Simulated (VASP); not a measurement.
Input of a VASP 6.6.1 run:

INCAR

```
ALGO = Normal
EDIFF = 1E-7
ENCUT = 520
ISIF = 2
ISMEAR = 0
LASPH = True
LCHARG = False
LREAL = False
LWAVE = False
NBANDS = 55
NELM = 100
PREC = Accurate
SIGMA = 0.01
```

File KPOINTS:

```
k-points
0
Gamma
  4 4 4
```

The input POSCAR:

```
Ga2O3
1.0
    6.0620321639     -1.5090441977      0.0041037470
    6.0620321639      1.5090441977      0.0041037470
   -1.3720001858      0.0000000000      5.5857367993
Ga O
4 6
Direct
    0.0907580231      0.0907580231      0.7951554941
    0.9092419769      0.9092419769      0.2048445059
    0.6588755589      0.6588755589      0.3142861112
    0.3411244411      0.3411244411      0.6857138888
    0.1657139071      0.1657139071      0.1094782226
    0.8342860929      0.8342860929      0.8905217774
    0.1730645606      0.1730645606      0.5621442463
    0.8269354394      0.8269354394      0.4378557537
    0.4963392415      0.4963392415      0.2556872832
    0.5036607585      0.5036607585      0.7443127168
```

Potentials or basis: VASP PAW LDA potentials, release 64 (Ga_d, O).

Launch:

```console
$ cat potpaw_LDA.64/Ga_d/POTCAR potpaw_LDA.64/O/POTCAR > POTCAR
$ mpirun -np 1 vasp_std > vasp.out
```

Question: Predict the largest force.

Answer: 0.068 eV/Å.

Question: What does it give for the band gap on the k mesh?

Answer: 2.52 eV.

Forces in eV/Å, atoms in the order of the input:
```
Ga   0.027  0.000 -0.006
Ga  -0.027  0.000  0.006
Ga  -0.006  0.000  0.026
Ga   0.006  0.000 -0.026
O    0.057  0.000  0.025
O   -0.057  0.000 -0.025
O    0.012  0.000 -0.040
O   -0.012  0.000  0.040
O    0.063  0.000  0.025
O   -0.063  0.000 -0.025
```

Caveat: the k points lie up to 0.54 Å⁻¹ apart. A hybrid or GW would open this gap; LDA tends to underestimate it.
